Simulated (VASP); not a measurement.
A run of VASP 6.6.1:

INCAR

```
PREC     = Accurate       # precision mode
ENCUT    = 600            # plane-wave cutoff, eV
EDIFF    = 1E-6           # SCF threshold, eV
ISMEAR   = 0              # smearing method
SIGMA    = 0.02           # smearing width, eV
LREAL    = False          # projectors in reciprocal space
LASPH    = True           # aspherical terms in the spheres
NELM     = 60             # most SCF steps
ALGO     = Normal         # electronic algorithm
ISIF     = 4              # what is computed and relaxed
LWAVE    = False          # write WAVECAR
LCHARG   = False          # write CHGCAR
GGA      = PE             # functional
IVDW     = 12             # dispersion correction
IBRION   = 2              # ionic algorithm
NSW      = 50             # ionic steps
EDIFFG   = -0.01          # ionic threshold
```

KPOINTS

```
Automatic mesh
0
Gamma
  8 8 6
```

The input POSCAR:

```
CuI
1.0
    3.8890804024      0.0000000000      0.0000000000
    0.0000000000      3.8890804024      0.0000000000
    0.0000000000      0.0000000000      5.8544282819
Cu I
2 2
Direct
    0.5000000000      0.5000000000      0.0000000000
    0.0000000000      0.0000000000      0.0000000000
    0.5000000000      0.0000000000      0.2916300002
    0.0000000000      0.5000000000      0.7083699998
```

Potentials or basis: VASP PAW PBE potentials, release 64 (Cu, I).

Run with:

```sh
$ cat potpaw_PBE.64/Cu/POTCAR potpaw_PBE.64/I/POTCAR > POTCAR
$ mpirun -np 1 vasp_std > vasp.out
```

Hardware: 1 thread of Intel Xeon 6975P-C (shared host).

How long does it take, and how much memory?

It took 4.9 min on 1 thread of Intel Xeon 6975P-C, with other jobs on the host, peak memory 0.32 GiB. Counts: scf iterations 43, k points 60, ion steps 6.
